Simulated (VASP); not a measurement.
# BaTiO3 (R3m) in VASP: further runs, part 2 of 3

VASP 6.6.1. The steps go on from the part before.

## (3) Electric field gradients, PBE (volume scaled by 0.99)

INCAR

```
SYSTEM = BaTiO3
  PREC = Accurate
  ENCUT = 520
  EDIFF = 1E-8
  ISMEAR = -1
  SIGMA = 0.05
  LREAL = .FALSE.
  LASPH = .TRUE.
  NELM = 80
  ALGO = Normal
  ISIF = 2
  LWAVE = .FALSE.
  LCHARG = .FALSE.
  GGA = PE
  LEFG = .TRUE.
  NBANDS = 28
```

KPOINTS

```
regular mesh
0
G
  9 9 9
  0 0 0
```

POSCAR

```
BaTiO3
1.0
    2.8182110027      1.6270948810      2.3099799394
   -2.8182110027      1.6270948810      2.3099799394
    0.0000000000     -3.2541897621      2.3099799394
Ba Ti O
1 1 3
Direct
    0.0000000000      0.0000000000      0.0000000000
    0.5140000000      0.5140000000      0.5140000000
    0.4916000000      0.4916000000      0.9815000000
    0.4916000000      0.9815000000      0.4916000000
    0.9815000000      0.4916000000      0.4916000000
```

Potentials or basis: VASP PAW PBE potentials, release 64 (Ba_sv, Ti_sv, O).

Launch:

```
> cat potpaw_PBE.64/Ba_sv/POTCAR potpaw_PBE.64/Ti_sv/POTCAR potpaw_PBE.64/O/POTCAR > POTCAR
> mpirun -np 1 vasp_std > vasp.out
```

OUTCAR:

```text
SYSTEM = BaTiO3
   PREC = Accurate
   ENCUT = 520
   EDIFF = 1E-8
   ISMEAR = -1
   LREAL = .FALSE.
   LASPH = .TRUE.
   NELM = 80
   ISIF = 2
   GGA = PE

 ion  position               nearest neighbor table
   1  0.000  0.000  0.000-   3 2.78   4 2.78   5 2.78   5 2.82   4 2.82   4 2.82   5 2.82   3 2.82
                             3 2.82   3 2.87   4 2.87   5 2.87   2 3.37   2 3.42   2 3.42   2 3.42
   2  0.514  0.514  0.514-   4 1.87   5 1.87   3 1.87   4 2.13   5 2.13   3 2.13   1 3.37   1 3.42
                             1 3.42   1 3.42   1 3.49   1 3.49   1 3.49   1 3.56
   3  0.492  0.492  0.981-   2 1.87   2 2.13   1 2.78   1 2.82   1 2.82   1 2.87
   4  0.492  0.981  0.492-   2 1.87   2 2.13   1 2.78   1 2.82   1 2.82   1 2.87
   5  0.981  0.492  0.492-   2 1.87   2 2.13   1 2.78   1 2.82   1 2.82   1 2.87

  LATTYP: Found a trigonal (rhomboedric) cell.
 ALAT       =     3.9907090007
 COS(alpha) =     0.0025827226

  Lattice vectors:

 A1 = (   2.8182110027,   1.6270948810,   2.3099799394)
 A2 = (  -2.8182110027,   1.6270948810,   2.3099799394)
 A3 = (   0.0000000000,  -3.2541897621,   2.3099799394)

Analysis of symmetry for initial positions (statically):
=====================================================================
 Subroutine PRICEL returns:
 Original cell was already a primitive cell.

 Routine SETGRP: Setting up the symmetry group for a
 trigonal (rhombohedral) supercell.

 Subroutine GETGRP returns: Found  6 space group operations
 (whereof  6 operations were pure point group operations)
 out of a pool of 12 trial point group operations.

The static configuration has the point symmetry C_3v.

Analysis of symmetry for dynamics (positions and initial velocities):
[... 924 lines left out ...]
  Total        3.5199100      3.5199100      3.3426636      0.0000000     -0.0000000      0.0000000
  in kB       88.7352756     88.7352756     84.2669760      0.0000000     -0.0000000      0.0000000
  external PRESSURE =      87.2458424 kB  Pullay stress =       0.0000000 kB

 VOLUME and BASIS-vectors are now :
 -----------------------------------------------------------------------------
  energy-cutoff  :      520.00
  volume of cell :       63.55
      direct lattice vectors                 reciprocal lattice vectors
     2.818211003  1.627094881  2.309979939     0.177417518  0.102432052  0.144301397
    -2.818211003  1.627094881  2.309979939    -0.177417518  0.102432052  0.144301397
     0.000000000 -3.254189762  2.309979939     0.000000000 -0.204864103  0.144301397

 POSITION                                       TOTAL-FORCE (eV/Angst)
 -----------------------------------------------------------------------------------
      0.00000      0.00000      0.00000         0.000000     -0.000000      0.072077
      0.00000     -0.00000      3.56199         0.000000      0.000000     -0.243139
      0.00000     -1.59423      4.53842         0.000000     -0.279061      0.057021
     -1.38064      0.79711      4.53842        -0.241674      0.139530      0.057021
      1.38064      0.79711      4.53842         0.241674      0.139530      0.057021
 -----------------------------------------------------------------------------------
    total drift:                               -0.000000      0.000004     -0.001307

  FREE ENERGIE OF THE ION-ELECTRON SYSTEM (eV)
  ---------------------------------------------------
  free  energy   TOTEN  =       -39.9578263328 eV

  energy  without entropy=      -39.9578263327  energy(sigma->0) =      -39.95782633

 Electric field gradients (V/A^2)
---------------------------------------------------------------------
 ion       V_xx      V_yy      V_zz      V_xy      V_xz      V_yz
---------------------------------------------------------------------
   1      -1.790    -1.790     3.581     0.000    -0.000     0.000
   2      -5.169    -5.169    10.337    -0.000    -0.000     0.000
   3     -10.225     8.532     1.693    -0.000     0.000   -14.053
   4       3.843    -5.536     1.693    -8.122   -12.171     7.027
   5       3.843    -5.536     1.693     8.122    12.171     7.027
---------------------------------------------------------------------

 Electric field gradients after diagonalization (V/A^2)
 (convention: |V_zz| > |V_xx| > |V_yy|)
----------------------------------------------------------------------
 ion       V_xx      V_yy      V_zz     asymmetry (V_yy - V_xx)/ V_zz
----------------------------------------------------------------------
   1      -1.790    -1.790     3.581       0.000
   2      -5.169    -5.169    10.337       0.000
   3     -10.225    -9.351    19.576       0.045
   4     -10.225    -9.351    19.576       0.045
   5     -10.225    -9.351    19.576       0.045
----------------------------------------------------------------------

           NMR quadrupolar parameters

 Cq : quadrupolar parameter    Cq=e*Q*V_zz/h
 eta: asymmetry parameters     (V_yy - V_xx)/ V_zz
 Q  : nuclear electric quadrupole moment in mb (millibarn)
----------------------------------------------------------------------
 ion       Cq(MHz)       eta       Q (mb)
----------------------------------------------------------------------
   1       0.009       0.000       1.000
   2       0.025       0.000       1.000
   3       0.047       0.045       1.000
   4       0.047       0.045       1.000
   5       0.047       0.045       1.000
----------------------------------------------------------------------
```

OSZICAR:

```text
N       E                     dE             d eps       ncg     rms          rms(c)
DAV:   1     0.436903982605E+03    0.43690E+03   -0.20924E+04  4760   0.155E+03
DAV:   2    -0.454040833608E+01   -0.44144E+03   -0.42123E+03  5496   0.430E+02
DAV:   3    -0.483599101746E+02   -0.43820E+02   -0.43335E+02  6576   0.133E+02
[... 10 lines left out ...]
DAV:  14    -0.399578262317E+02   -0.21467E-05   -0.34736E-05  5760   0.472E-02    0.586E-03
DAV:  15    -0.399578263255E+02   -0.93805E-07   -0.39146E-06  6612   0.148E-02    0.329E-03
DAV:  16    -0.399578263060E+02    0.19481E-07   -0.40607E-07  5596   0.605E-03    0.112E-03
DAV:  17    -0.399578263781E+02   -0.72067E-07   -0.31092E-08  5452   0.155E-03    0.140E-03
DAV:  18    -0.399578263343E+02    0.43842E-07   -0.81550E-08  5688   0.292E-03    0.131E-04
DAV:  19    -0.399578263328E+02    0.14998E-08   -0.50908E-09  3452   0.467E-04
   1 F= -.39957826E+02 E0= -.39957826E+02  d E =-.525204E-10
```

stdout:

```text
POSCAR found type information on POSCAR BaTiO
 POSCAR found :  3 types and       5 ions
 scaLAPACK will be used
 LDA part: xc-table for (Slater+PW92), standard interpolation
 POSCAR, INCAR and KPOINTS ok, starting setup
 FFT: planning ... GRIDC
 FFT: planning ... GRID_SOFT
 FFT: planning ... GRID
 WAVECAR not read
 entering main loop
ion   1

ion   2

ion   3

ion   4
     0.0000293     1.1822167    -1.1678246    -0.5753149     2.0227316    -0.6825531
     0.0000403     1.1822167    -1.1678246    -0.5753149     2.0227316    -0.6825531
     0.0000555     1.1822167    -1.1678246    -0.5753149     2.0227315    -0.6825531
     0.0000765     1.1822166    -1.1678246    -0.5753148     2.0227315    -0.6825531

     0.0000293     5.6995617    -5.1407524    -1.5212726     8.9040444    -3.2906435
     0.0000403     5.6995606    -5.1407514    -1.5212723     8.9040426    -3.2906428
     0.0000555     5.6995586    -5.1407497    -1.5212719     8.9040396    -3.2906417
     0.0000765     5.6995553    -5.1407468    -1.5212712     8.9040346    -3.2906398

ion   5
     0.0000293    -1.1822167    -1.1678246    -0.5753149    -2.0227316    -0.6825531
     0.0000403    -1.1822167    -1.1678246    -0.5753149    -2.0227316    -0.6825531
     0.0000555    -1.1822167    -1.1678246    -0.5753149    -2.0227315    -0.6825531
     0.0000765    -1.1822166    -1.1678246    -0.5753148    -2.0227315    -0.6825531

     0.0000293    -5.6995617    -5.1407524    -1.5212726    -8.9040444    -3.2906435
     0.0000403    -5.6995606    -5.1407514    -1.5212723    -8.9040426    -3.2906428
     0.0000555    -5.6995586    -5.1407497    -1.5212719    -8.9040396    -3.2906417
     0.0000765    -5.6995553    -5.1407468    -1.5212712    -8.9040346    -3.2906398
```

It took 1.7 min on 1 thread of Intel Xeon Platinum 8559C (Emerald Rapids), shared host; peak memory 0.27 GiB.

Results:

| Quantity | Value |
| --- | --- |
| Free energy | -39.9578 eV |
| Pressure | 8.7 GPa |
| Largest force | 0.285 eV/Å |
| Band gap on the k mesh | 2.41 eV, indirect (least direct gap 2.76 eV) |

Forces on the atoms (eV/Å):
```
Ba   0.000  0.000  0.072
Ti   0.000  0.000 -0.243
O    0.000 -0.279  0.057
O   -0.242  0.140  0.057
O    0.242  0.140  0.057
```

Stress tensor (GPa, compression positive):
```
8.87 0.00 0.00
0.00 8.87 0.00
0.00 0.00 8.43
```

Electric field gradients, principal values (V/Å²):
```tsv
atom	least	middle	greatest (by size)
1 Ba	-1.790	-1.790	3.581
2 Ti	-5.169	-5.169	10.337
3 O	-9.351	-10.225	19.576
4 O	-9.351	-10.225	19.576
5 O	-9.351	-10.225	19.576
```

Caveat: without QUAD_EFG the Cq values of the log hold for a quadrupole moment of 1 mb, not for the nuclei; spin-orbit coupling is left out, which moves the levels of the heavy elements. A k mesh can miss the band edges.

[end of part 2 of 3]
